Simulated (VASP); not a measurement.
Runs of VASP 6.6.1 on Cu3N. The structure is that of space group Pm-3m (No. 221), or close to it. The cells are those of the table. 

| level | cell | cutoff (eV) | gap on the mesh (eV) | pressure (GPa) |
| --- | --- | --- | --- | --- |
| r2SCAN | a = 3.864 Å, 4 atoms | 660 | 0.45 | -6.0 |
| PBE | a = 3.790 Å, 4 atoms | 600 | 0.14 | 4.6 |
| PBE | a = 3.867 Å, 4 atoms | 600 | 0.34 | (a) |
| r2SCAN | a = 3.827 Å, 4 atoms | 660 | 0.35 | (c) |
| PBE | a = 3.904 Å, 4 atoms | 600 | 0.43 | -5.2 |
| r2SCAN | a = 3.751 Å, 4 atoms | 660 | 0.14 | 5.0 |
| PBE | a = 3.789 Å, 4 atoms | 600 | 0.14 | 4.7 |
| r2SCAN | a = 3.789 Å, 4 atoms | 660 | (b) | 0.7 |

Alike in all rows: task single point; potentials or basis VASP PAW PBE potentials, release 64 (Cu, N); no spin polarisation; k mesh 6 × 6 × 6; smearing fermi-dirac 0.02 eV.

Task: Fill in the values left out.

Result: (a) -2.5; (b) 0.25; (c) -3.0.

Caveats: the PAW data sets were made with another functional, which shifts forces and pressure a little (some runs).

A k mesh can miss the band edges.
